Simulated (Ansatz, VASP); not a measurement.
## CuAu: VASP beside Ansatz

```
CELL_PARAMETERS angstrom
2.80000 0.00000 0.00000
0.00000 2.80000 0.00000
0.00000 0.00000 3.67000
ATOMIC_POSITIONS crystal
Cu 0.50000 0.50000 0.50000
Au 0.00000 0.00000 0.00000
```

Alike in both runs: task electric field gradients; functional PBE; k mesh 4 × 4 × 3; occupations fermi-dirac, width 0.05 eV; no spin polarisation.

```csv
,VASP,Ansatz
version,VASP 6.6.1,Ansatz 0.2.0
potentials or method,"VASP PAW PBE potentials, release 64 (Cu, Au)","PAW with Ansatz's default frozen-core files, scalar-relativistic"
plane-wave cutoff (eV),520,420
valence electrons in the cell,22,38
```

```csv
,VASP,Ansatz,Ansatz less VASP
pressure (GPa),7.6,7.7,+0.05
"traceless stress, the component that is largest in VASP (GPa)",-4.38,-4.34,+0.035
size of Vzz on the site where it differs most (V/Å²),98.1,77.4,-20.65
```

VASP's potentials hold 22 valence electrons a cell and Ansatz's 38, so a difference there can come from the potentials and not from the codes.

The k mesh is coarse, so the values compare programs but aren't converged. Spin-orbit coupling is off throughout.
